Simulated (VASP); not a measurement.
Input of a VASP 6.6.1 run:

Contents of POSCAR:

```
Co
1.0
    2.4271453599      0.0000000000      0.0000000000
   -1.2135726799      2.1019695403      0.0000000000
    0.0000000000      0.0000000000      3.9126468420
Co
2
Direct
    0.3333333333      0.6666666667      0.2500000000
    0.6666666667      0.3333333333      0.7500000000
```

INCAR.step1

```
  PREC = Accurate
  ENCUT = 520
  ISMEAR = 0
  SIGMA = 0.1
  LREAL = F
  LASPH = T
  NELM = 80
  NBANDS = 16
  GGA = PE
  ALGO = Normal
  EDIFF = 1E-4
  LWAVE = T
  LCHARG = F
```

Contents of INCAR.step2:

```
  PREC = Accurate
  ENCUT = 520
  EDIFF = 1E-7
  ISMEAR = 0
  SIGMA = 0.1
  LREAL = F
  LASPH = T
  NELM = 80
  ALGO = Normal
  ISIF = 2
  LWAVE = F
  LCHARG = T
  METAGGA = R2SCAN
  LMIXTAU = T
  LELF = T
  LVHAR = T
  NBANDS = 16
  ISTART = 1
```

Contents of KPOINTS:

```
Automatic mesh
0
Gamma
  15 15 8
```

Potentials or basis: VASP PAW PBE potentials, release 64 (Co).

Run with:

```bash
$ cat potpaw_PBE.64/Co/POTCAR > POTCAR
$ cp INCAR.step1 INCAR
$ mpirun -np 1 vasp_std > vasp.out
$ cp INCAR.step2 INCAR
$ mpirun -np 1 vasp_std > vasp.out
```

(1) What does it give for the pressure?

(2) Predict the band gap on the k mesh.

Answers

(1) -0.7 GPa.

(2) zero (bands 9 and 10 overlap by 1.69 eV).

Caveat: the PAW data sets were made with another functional, which shifts forces and pressure a little; the run has no spin polarisation, though such a crystal can be magnetic.
